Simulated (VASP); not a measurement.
Wanted: the native input for a VASP 6.6.1 run.

```yaml
Task: single point
Functional: PBE
Potentials_or_basis: VASP PAW PBE potentials, release 64 (Cd, Se)
Cutoff: 500 eV
k_mesh: 3 × 3 × 3
Occupations: gaussian, width 0.2 eV
Spin: no spin polarisation
Dipole_correction: no
Further_INCAR_settings: ALGO = Normal; EDIFF = 1e-06; NBANDS = 26
```

The structure of CdSe4 lies in POSCAR:

```
CdSe4
1.0
    5.0644592968      0.0000000000      0.0000000000
    0.0000000000      5.0644592968      0.0000000000
    0.0000000000      0.0000000000      5.0644592968
Cd Se
1 4
Direct
    0.0000000000      0.0000000000      0.0000000000
    0.5000000000      0.5000000000      0.5000000000
    0.0000000000      0.5000000000      0.5000000000
    0.5000000000      0.0000000000      0.5000000000
    0.5000000000      0.5000000000      0.0000000000
```

The cell was generated, and may not be a known phase.

The input as run:

INCAR

```
SYSTEM = CdSe4
PREC = Accurate
ENCUT = 500
EDIFF = 1E-6
ISMEAR = 0
SIGMA = 0.2
LREAL = .FALSE.
LASPH = .TRUE.
NELM = 120
ALGO = Normal
ISIF = 2
LWAVE = .FALSE.
LCHARG = .TRUE.
GGA = PE
LELF = .TRUE.
LVHAR = .TRUE.
NBANDS = 26
GGA_COMPAT = .FALSE.
```

KPOINTS

```
Automatic mesh
0
G
  3 3 3
  0 0 0
```

Potentials or basis: VASP PAW PBE potentials, release 64 (Cd, Se).

Launch:

```bash
$ cat potpaw_PBE.64/Cd/POTCAR potpaw_PBE.64/Se/POTCAR > POTCAR
$ mpirun -np 1 vasp_std > vasp.out
```

It gave:

```
Pressure               : 0.1 GPa
Band gap on the k mesh : zero (bands 18 and 19 overlap by 0.84 eV)
```

Caveat: the k points lie up to 0.41 Å⁻¹ apart, too coarse for converged energies and pressures of a metal.

It took 18 s on 1 thread of AMD EPYC 7R13 Processor (Zen 3) (shared host), peak memory 0.2 GiB.
